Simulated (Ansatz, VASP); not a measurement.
Ag: VASP beside Ansatz

```
Ag
1.0
     0.00000    2.04275    2.04275
     2.04275    0.00000    2.04275
     2.04275    2.04275    0.00000
Ag
1
Cartesian
  0.0000 0.0000 0.0000
```

Alike in both runs: task single point; functional PBE; k mesh 18 × 18 × 18; occupations gaussian, width 0.05 eV; no spin polarisation.

|  | VASP | Ansatz |
| --- | --- | --- |
| version | VASP 6.6.1 | Ansatz 0.2.0 |
| potentials or method | VASP PAW PBE potentials, release 64 (Ag), cutoff 520 eV | scalar-relativistic, plane waves, PAW |
| valence electrons in the cell | 11 | 19 |

```csv
,VASP,Ansatz,Ansatz less VASP
gap on the k mesh at the Fermi level (eV),none,none,-
pressure (GPa),4.6,4.7,+0.10
```

A gap of «none» marks a metal or a gap that the smearing closes. With one functional, cell and mesh, what is left measures potentials, basis and numerics. VASP's potentials hold 11 valence electrons a cell and Ansatz's 19, so a difference there can come from the potentials and not from the codes.
